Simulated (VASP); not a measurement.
Set up this calculation in VASP 6.6.1, as the native input.

```
Task                   : single point
Functional             : RPBE
Potentials or basis    : VASP PAW PBE potentials, release 64 (In_d)
Cutoff                 : 520 eV
k mesh                 : 9 × 9 × 12
Occupations            : fermi-dirac, width 0.1 eV
Spin                   : no spin polarisation
Dipole correction      : no
Further INCAR settings : ALGO = Normal; EDIFF = 1e-07; NBANDS = 26
```

The structure of In lies in POSCAR:

```
In
1.0
    5.4649337731      0.0000000000      0.0000000000
   -2.7324668866      4.7327714775      0.0000000000
    0.0000000000      0.0000000000      3.3953583947
In
3
Direct
    0.0000000000      0.0000000000      0.0000000000
    0.3333333333      0.6666666667      0.5000000000
    0.6666666667      0.3333333333      0.5000000000
```

One way to write it, as run:

INCAR

```
SYSTEM = In
ALGO = Normal ; EDIFF = 1E-7
ENCUT = 520 ; GGA = RP
ISIF = 2 ; ISMEAR = -1
LASPH = .TRUE. ; LCHARG = .TRUE.
LELF = .TRUE. ; LREAL = .FALSE.
LVHAR = .TRUE. ; LWAVE = .FALSE.
NBANDS = 26 ; NELM = 80
PREC = Accurate ; SIGMA = 0.1
```

KPOINTS

```
k-points
0
G
  9 9 12
  0 0 0
```

Potentials or basis: VASP PAW PBE potentials, release 64 (In_d).

Command:

```bash
$ cat potpaw_PBE.64/In_d/POTCAR > POTCAR
$ mpirun -np 1 vasp_std > vasp.out
```

It gave:

- Pressure: 0.2 GPa

Caveat: the PAW data sets were made with another functional, which shifts forces and pressure a little.

It took 2.2 min on 1 thread of Intel(R) Xeon(R) Platinum 8488C (Sapphire Rapids) (shared host), peak memory 0.3 GiB.
